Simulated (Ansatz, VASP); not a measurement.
**In: VASP beside Ansatz**

```
In
1.0
    -1.82605    1.82605    1.85429
     1.82605   -1.82605    1.85429
     1.82605    1.82605   -1.85429
In
1
Cartesian
  0.0000 0.0000 0.0000
```

Change from the starting cell: strain -0.030 along x and y, -0.015 along z, atoms carried along.

Alike in both runs: task single point; functional PBEsol; k mesh 18 × 18 × 18; occupations gaussian, width 0.15 eV; no spin polarisation.

```csv
,VASP,Ansatz
version,VASP 6.6.1,Ansatz 0.2.0
potentials or method,"VASP PAW PBE potentials, release 64 (In_d), cutoff 520 eV","scalar-relativistic, plane waves, PAW"
valence electrons in the cell,13,13
```

|  | VASP | Ansatz | Ansatz less VASP |
| --- | --- | --- | --- |
| gap on the k mesh at the Fermi level (eV) | none | none | - |
| pressure (GPa) | 2.1 | 2.1 | -0.02 |
| traceless stress, the component that is largest in VASP (GPa) | 0.12 | 0.12 | -0.001 |

VASP's potentials were made for PBE, not for PBEsol. A gap of «none» marks a metal or a gap that the smearing closes.
